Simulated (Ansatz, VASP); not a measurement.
**Two plane-wave programs on InSbO2**

```
In Sb O
1.0
     3.51963    0.00000    0.00000
     0.00000    3.29887    0.00000
     0.00000    0.00000    6.14431
In Sb O
1 1 2
Direct
  0.00000 0.00000 0.00000
  0.50000 0.50000 0.50000
  0.00000 0.50000 0.75574
  0.00000 0.50000 0.24426
```

Change from the starting cell: species swapped into the CuPdO2 type (Pmmm, No. 47).

Alike in both runs: functional PBE; k mesh 6 × 6 × 4; occupations gaussian, width 0.1 eV; no spin polarisation.

Ansatz relaxed the structure, and its values are those at the end. VASP's run is a single point on that final structure, the one shown.

|  | VASP | Ansatz |
| --- | --- | --- |
| version | VASP 6.6.1 | Ansatz 0.2.0 |
| potentials or method | VASP PAW PBE potentials, release 64 (In_d, Sb, O), cutoff 520 eV | scalar-relativistic, plane waves, PAW |
| valence electrons in the cell | 30 | 40 |

VASP gave:

```
gap on the k mesh at the Fermi level (eV) : none
pressure (GPa)                            : -0.4
rms of the force components (eV/Å)        : 0.031
```

Question: Which values does Ansatz return?

Answer: gap on the k mesh at the Fermi level (eV): none; pressure (GPa): -0.1; rms of the force components (eV/Å): 0.000.

A gap of «none» marks a metal or a gap that the smearing closes. The functional is the same, so the differences come from potentials, cutoffs and numerics. VASP's potentials hold 30 valence electrons a cell and Ansatz's 40, so a difference there can come from the potentials and not from the codes.

Spin-orbit coupling is off throughout.
